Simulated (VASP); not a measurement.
**MnPt2: single point with PBE**

MnPt2:

```
CELL_PARAMETERS angstrom
2.85840 0.00000 0.00000
-1.42920 2.47545 0.00000
0.00000 0.00000 6.53250
ATOMIC_POSITIONS crystal
Pt 0.66667 0.33333 0.31621
Pt 0.33333 0.66667 0.68379
Mn 0.00000 0.00000 0.00000
```

```json
{
  "Program": "VASP 6.6.1",
  "Task": "single point",
  "Functional": "PBE",
  "Potentials or basis": "VASP PAW PBE potentials, release 64 (Pt, Mn_pv)",
  "Cutoff": "520 eV",
  "k mesh": "11 × 11 × 4",
  "Occupations": "gaussian, width 0.017 eV",
  "Spin": "collinear spin, ferromagnetic start",
  "Starting moments": "[0.0, 0.0, 4.0] μB"
}
```

| Property | Result |
| --- | --- |
| Pressure | -0.4 GPa |
| Largest force | 0.039 eV/Å |
| Net moment | 4.63 μB per cell |
| Site moments | Pt +0.33; Mn +3.79 μB |
| Valence electrons inside the program's atomic spheres | Pt 9.23; Mn 11.55 |

Forces in eV/Å, atoms in the order of the input:
```
Pt   0.000  0.000  0.039
Pt   0.000  0.000 -0.039
Mn   0.000  0.000  0.000
```

Stress tensor (GPa, compression positive):
```
-1.32  0.00  0.00
 0.00 -1.32  0.00
 0.00  0.00  1.53
```

Levels at points of the mesh, in eV from the Fermi level:
Spin up:
```
           k point  band 15  band 16  band 17  band 18  band 19  band 20  band 21  band 22  band 23  band 24
(0.00, 0.00, 0.00)    -2.18    -1.59    -1.59    -1.08    -1.08    -0.83    -0.83    10.06    11.11    15.01
(0.00, 0.00, 0.50)    -1.77    -1.77    -1.76    -1.76    -0.15    -0.15     0.27     6.05    14.30    14.90
```
Spin down:
```tsv
k point	band 12	band 13	band 14	band 15	band 16	band 17	band 18	band 19
(0.00, 0.00, 0.00)	-2.36	-1.85	-1.85	-0.89	-0.89	0.75	1.36	1.36
(0.00, 0.00, 0.50)	-1.56	-1.56	-1.39	-1.39	0.32	0.51	1.41	1.41
```

Run time: 2.1 min on 1 thread of AMD EPYC 9R45 96-Core Processor (Zen 5) (shared host), peak memory 0.24 GiB.

Caveat: spin-orbit coupling is left out, which moves the levels of the heavy elements.
